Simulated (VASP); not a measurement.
CdS (Greenockite):

```
Cd S
1.0
     3.91499    0.00000    0.00000
    -1.95750    3.39048    0.00000
     0.00000    0.00000    6.41405
Cd S
2 2
Direct
  0.33333 0.66667 0.00039
  0.66667 0.33333 0.50039
  0.33333 0.66667 0.37461
  0.66667 0.33333 0.87461
```

Base run:

- Program: VASP 6.6.1
- Functional: LDA
- Potentials or basis: VASP PAW LDA potentials, release 64 (Cd_sv_GW, S)
- Cutoff: 540 eV
- k mesh: 6 × 6 × 4
- Occupations: gaussian, width 0.01 eV
- Spin: no spin polarisation

Its results: band gap on the k mesh 1.28 eV, direct; pressure 9.0 GPa.

The run is repeated on the same cell with these changes: potentials or basis from VASP PAW LDA potentials, release 64 (Cd_sv_GW, S) to VASP PAW LDA potentials, release 64 (Cd, S); cutoff from 540 eV to 520 eV; further incar settings from ALGO = Normal; EDIFF = 1e-06; NBANDS = 34 to ALGO = Normal; EDIFF = 1e-06; NBANDS = 26; valence electrons from 52 to 36. What comes out?

Band gap on the k mesh 1.29 eV, direct; pressure 10.9 GPa.

